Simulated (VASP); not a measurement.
# Be (P1) in VASP: notebook, part 2 of 2

VASP 6.6.1. Earlier steps stand in the parts before.

### Step 3. Single point, PBE+D3(BJ)

This run uses another cell than the first one, of 7.30 Å³/atom.

Input file INCAR:

```
SYSTEM = Be
ALGO = Normal ; EDIFF = 1E-6
ENCUT = 520 ; GGA = PE
ISIF = 2 ; ISMEAR = -1
IVDW = 12 ; LASPH = .True.
LCHARG = .True. ; LELF = .True.
LREAL = Auto ; LVHAR = .True.
LWAVE = .False. ; NBANDS = 60
NELM = 60 ; PREC = Accurate
SIGMA = 0.24
```

Input file KPOINTS:

```
k-points
0
Gamma
  2 2 2
  0 0 0
```

Input file POSCAR:

```
Be
1.0
    6.6241760000      0.0000000000      0.0000000000
   -3.3120880000      5.7367040000      0.0000000000
    0.0000000000      0.0000000000      6.9200550000
Be
36
Direct
    0.0052822242      0.0039221128      0.0001445075
    0.0782480915      0.2001846356      0.2867462759
   -0.0062601026      0.0585527857      0.5613394691
    0.1588061309      0.3036935495      0.8002971075
    0.0229066105      0.3698988130      0.0347829605
    0.0747017412      0.5864691642      0.3015871984
    0.0537175458      0.4408803383      0.5343454640
    0.1310635847      0.5820763979      0.7680285778
    0.0368857200      0.7151493262      0.0651150894
    0.1375777654      0.9826548485      0.3309800283
   -0.0453355027      0.6893505400      0.5525823133
    0.1259645446      0.9523935695      0.7563957223
    0.3215706183      0.0243170992      0.0815022424
    0.4618089610      0.2730313434      0.2953878257
    0.3301076332      0.0136140892      0.5443309338
    0.4299948416      0.2259485586      0.7866266959
    0.3641194106      0.3525543587      0.0059103576
    0.5069763367      0.6514019200      0.3000987709
    0.3360622586      0.3534433710      0.5320622452
    0.4930684163      0.5832791791      0.8102392250
    0.3458556181      0.7142951772      0.0404476554
    0.4339738561      0.9854264749      0.3268904655
    0.3482382071      0.7213549801      0.5238542179
    0.4518342991      0.9176175030      0.8241408486
    0.6925934460      0.0295465828      0.0482221601
    0.8277624332      0.2847279553      0.2697955435
    0.6941632429     -0.0133874782      0.5340853505
    0.7551132620      0.1989992860      0.7994878653
    0.6667239643      0.3329612265      0.0499273488
    0.7625494035      0.5821286927      0.2798821686
    0.6563511705      0.3629087364      0.5387673942
    0.8022390636      0.5584914264      0.8234183110
    0.6964258694      0.7427784317      0.0395372580
    0.7958934536      0.8833818165      0.2836249134
    0.6260031060      0.6609893068      0.4994613482
    0.7714944448      0.8738641561      0.7838955037
```

Potentials or basis: VASP PAW PBE potentials, release 64 (Be).

Started as:

```console
cat potpaw_PBE.64/Be/POTCAR > POTCAR
mpirun -np 1 vasp_std > vasp.out
```

Wall time 4.8 min (1 thread of Intel Xeon Platinum 8488C (Sapphire Rapids), shared host); peak memory 0.38 GiB.

Results (log left out):

```yaml
Free_energy: -134.5853 eV
Pressure: 16.0 GPa
Largest_force: 7.903 eV/Å
Band_gap_on_the_k_mesh: zero (bands 36 and 37 overlap by 0.36 eV)
Dispersion_energy_per_atom: -0.386 eV
```

Forces on the atoms (eV/Å):
```
Be  -0.162  2.146  1.878
Be  -1.709  4.162 -0.807
Be   1.502  0.452 -0.904
Be  -0.723 -1.786 -1.602
Be  -0.462  0.421 -0.076
Be   2.572  1.971 -0.758
Be  -0.320 -4.710 -0.256
Be  -0.798  2.061  2.637
Be  -0.984 -0.555 -1.353
Be   1.486 -3.366 -0.884
Be   0.966  1.262 -0.471
Be   0.461 -1.850  2.151
Be   0.515  0.839 -2.283
Be  -1.029  0.730 -0.783
Be   0.157  1.471  3.353
Be   1.459  1.194 -0.201
Be  -0.767  0.464  3.928
Be  -5.509 -2.453 -5.108
Be  -1.079 -0.180  0.093
Be  -1.569 -0.353 -2.009
Be   0.537 -1.462  1.372
Be   4.422 -2.420 -2.566
Be   0.404 -0.359  0.706
Be  -0.555 -0.255 -1.875
Be  -0.392  0.108  0.936
Be  -1.953 -1.835  2.149
Be  -4.043  0.872 -0.494
Be   1.133  2.419 -1.363
Be  -0.425 -0.049 -0.611
Be   1.411 -0.810 -0.009
Be   1.119 -0.584  0.488
Be  -0.663  0.484 -0.882
Be   0.057 -3.368 -0.285
Be   1.088  3.403  0.675
Be   3.618  0.378  6.257
Be   0.237  1.561 -1.043
```

Stress tensor (GPa, compression positive):
```
16.07  2.18  3.74
 2.18 16.17 -3.05
 3.74 -3.05 15.68
```

Levels at points of the mesh, in eV from the Fermi level:
| k point | band 33 | band 34 | band 35 | band 36 | band 37 | band 38 | band 39 | band 40 |
| --- | --- | --- | --- | --- | --- | --- | --- | --- |
| (0.00, 0.00, 0.00) | -0.36 | -0.27 | -0.11 | -0.03 | 0.01 | 0.24 | 0.42 | 0.48 |
| (0.50, 0.00, 0.00) | -0.96 | -0.81 | -0.49 | -0.09 | 0.94 | 1.09 | 1.33 | 1.52 |
| (0.00, 0.50, 0.00) | -1.21 | -0.49 | -0.35 | 0.00 | 0.84 | 0.95 | 1.19 | 1.36 |
| (0.50, 0.50, 0.00) | -0.86 | -0.77 | -0.54 | -0.01 | 0.92 | 0.97 | 1.27 | 1.39 |
| (0.00, 0.00, 0.50) | -1.36 | -1.30 | -1.10 | -0.91 | -0.36 | -0.27 | -0.12 | 0.51 |
| (0.50, 0.00, 0.50) | -1.45 | -1.37 | -1.13 | -0.94 | 0.90 | 1.26 | 1.44 | 1.70 |
| (0.00, 0.50, 0.50) | -1.60 | -1.18 | -1.02 | -0.78 | 1.13 | 1.29 | 1.67 | 1.87 |
| (0.50, 0.50, 0.50) | -1.50 | -1.41 | -1.30 | -0.72 | 0.81 | 1.25 | 1.47 | 1.83 |

Caveat: the k points lie up to 0.55 Å⁻¹ apart; the atoms stand as in a frame of molecular dynamics; forces of over 1 eV/Å act on the atoms, so gaps and moduli don't describe the material at rest.

### Step 4. Single point, PBE+D3(BJ)

This run uses another cell than the first one, of 8.12 Å³/atom.

Input file INCAR:

```
ALGO = Normal
EDIFF = 1E-6
ENCUT = 520
GGA = PE
ISIF = 2
ISMEAR = -1
IVDW = 12
LASPH = True
LCHARG = False
LREAL = Auto
LWAVE = False
NBANDS = 60
NELM = 60
PREC = Accurate
SIGMA = 0.24
```

Input file KPOINTS:

```
k-points
0
Gamma
  2 2 2
```

Input file POSCAR:

```
Be
1.0
    6.8627360000      0.0000000000      0.0000000000
   -3.4313680000      5.9433040000      0.0000000000
    0.0000000000      0.0000000000      7.1692710000
Be
36
Direct
    0.0197055673      0.0740328948     -0.0344386479
    0.1002610832      0.2681336846      0.2439997037
    0.0291271151      0.0845994080      0.4906217104
    0.1434831247      0.2614370727      0.7567575560
   -0.0333390850      0.3767601321      0.0290266611
    0.1439667455      0.6597676982      0.2497882979
    0.0240653422      0.3591436682      0.5191741252
    0.1162516910      0.5744952639      0.7777499274
   -0.0390251938      0.6846191950      0.0329182702
    0.1439013864      0.9648505276      0.2797495031
    0.0024020214      0.7407495898      0.5181837874
    0.1040112048      0.9019730439      0.7676931169
    0.3848003224     -0.0309255593      0.0454439510
    0.4496512607      0.2815605596      0.2538472880
    0.3172576641      0.0052327796      0.5575462275
    0.4272959581      0.2363836681      0.8202926072
    0.3256666424      0.3070682570      0.0237262617
    0.4012824107      0.5510907738      0.2841851005
    0.3510484570      0.3298838491      0.5234423416
    0.4251630196      0.5608496553      0.7305763724
    0.3677501094      0.6267389317     -0.0105868505
    0.4976857761      0.8686582413      0.2536241132
    0.2977724583      0.6889770404      0.5359540740
    0.4678835781      0.9089556920      0.7759226845
    0.7040875847      0.0067807401      0.0325556113
    0.7557288217      0.2340953786      0.2622302881
    0.6122719587     -0.0396749014      0.5454111025
    0.8335310652      0.2180773523      0.7899547946
    0.6536807888      0.3424694412      0.0384557928
    0.7513114726      0.5190210698      0.3124724955
    0.6698643243      0.3053015629      0.5662779382
    0.7947666076      0.5500644086      0.7703433166
    0.6429001846      0.6485618101      0.0188582633
    0.7863864134      0.8911204946      0.2823439092
    0.6404868037      0.6512539153      0.5044166973
    0.7650527764      0.8746818268      0.7969011075
```

Started as:

```console
cat potpaw_PBE.64/Be/POTCAR > POTCAR
mpirun -np 1 vasp_std > vasp.out
```

It took 4.5 min on 1 thread of Intel Xeon Platinum 8488C (Sapphire Rapids), shared host; peak memory 0.39 GiB.

Results (log left out):

| Quantity | Value |
| --- | --- |
| Free energy | -137.4504 eV |
| Pressure | -0.4 GPa |
| Largest force | 3.782 eV/Å |
| Band gap on the k mesh | zero (bands 36 and 37 overlap by 0.94 eV) |
| Dispersion energy per atom | -0.346 eV |

Forces in eV/Å, atoms in the order of the input:
```
Be  -0.342 -1.575  2.351
Be   0.250 -1.131  0.036
Be   0.208 -2.592  1.128
Be   0.130  0.189 -0.553
Be   1.552  0.305  0.070
Be   0.879 -1.144  0.519
Be  -1.002  1.171 -0.104
Be  -0.165  0.152  0.256
Be   0.288  0.930 -0.462
Be  -0.121 -0.334 -1.045
Be  -0.378 -1.511 -0.342
Be   0.002 -0.055  1.265
Be  -2.495  0.728 -0.370
Be   0.415 -1.643  2.006
Be   0.750  1.137 -1.227
Be   1.527 -1.091 -3.193
Be  -1.123  1.480  1.093
Be   0.660  0.186 -0.537
Be  -0.103  0.413 -0.356
Be   1.023  0.954  1.077
Be  -3.320  1.506  1.007
Be  -1.214  0.210  1.090
Be   0.448  0.251 -1.321
Be  -0.990 -0.275  1.182
Be  -0.960  0.487 -0.023
Be   0.655 -1.523  1.185
Be   2.023  1.231 -1.642
Be  -1.479 -0.749 -1.055
Be   0.276  0.165 -0.770
Be   0.813  1.709 -1.155
Be  -0.699 -0.028 -0.990
Be  -0.740  0.321  0.792
Be   1.418 -0.370  0.778
Be   1.455  0.317 -0.055
Be   0.147  0.624  1.065
Be   0.214 -0.448 -1.701
```

Stress tensor (GPa, compression positive):
```
 3.22  3.34 -1.57
 3.34 -1.27  0.15
-1.57  0.15 -3.29
```

Levels at points of the mesh, in eV from the Fermi level:
| k point | band 33 | band 34 | band 35 | band 36 | band 37 | band 38 | band 39 | band 40 |
| --- | --- | --- | --- | --- | --- | --- | --- | --- |
| (0.00, 0.00, 0.00) | -0.53 | -0.32 | -0.12 | 0.03 | 0.09 | 0.31 | 0.42 | 0.62 |
| (0.50, 0.00, 0.00) | -0.89 | -0.66 | -0.33 | -0.20 | 0.59 | 0.93 | 1.13 | 1.32 |
| (0.00, 0.50, 0.00) | -1.16 | -0.83 | -0.41 | 0.44 | 0.48 | 0.83 | 0.95 | 1.12 |
| (0.50, 0.50, 0.00) | -1.02 | -0.82 | -0.43 | 0.08 | 0.52 | 0.67 | 0.86 | 1.08 |
| (0.00, 0.00, 0.50) | -1.30 | -1.13 | -0.91 | -0.68 | -0.51 | -0.37 | -0.19 | 0.42 |
| (0.50, 0.00, 0.50) | -1.31 | -1.19 | -0.93 | -0.76 | 0.62 | 0.94 | 1.18 | 1.38 |
| (0.00, 0.50, 0.50) | -1.47 | -1.18 | -0.75 | -0.70 | 0.83 | 1.09 | 1.40 | 1.51 |
| (0.50, 0.50, 0.50) | -1.42 | -1.28 | -1.01 | -0.47 | 0.84 | 0.95 | 1.36 | 1.52 |

Caveat: the k points lie up to 0.53 Å⁻¹ apart, too coarse for converged energies and pressures of a metal; the atoms stand as in a frame of molecular dynamics; forces of over 1 eV/Å act on the atoms, so gaps and moduli don't describe the material at rest.

### Step 5. The runs side by side

```tsv
cell	gap on the mesh (eV)	pressure (GPa)	largest force (eV/Å)
a = 6.432, b = 6.432, c = 6.719 Å, angles 90.0, 90.0, 120.0°, 36 atoms, atomic positions A	none	26.7	5.06
a = 6.624, b = 6.624, c = 6.920 Å, angles 90.0, 90.0, 120.0°, 36 atoms, atomic positions B	none	16.0	7.90
a = 6.863, b = 6.863, c = 7.169 Å, angles 90.0, 90.0, 120.0°, 36 atoms, atomic positions C	none	-0.4	3.78
```

Alike in all rows: task single point; level PBE+D3(BJ); potentials or basis VASP PAW PBE potentials, release 64 (Be); no spin polarisation; k mesh 2 × 2 × 2; cutoff (eV) 520; smearing fermi-dirac 0.24 eV.

Caveats: all runs use coarse meshes; the atoms stand as in a frame of molecular dynamics; forces of over 1 eV/Å act on the atoms, so gaps and moduli don't describe the material at rest.

Absolute energies hang on the potentials; compare differences alone.
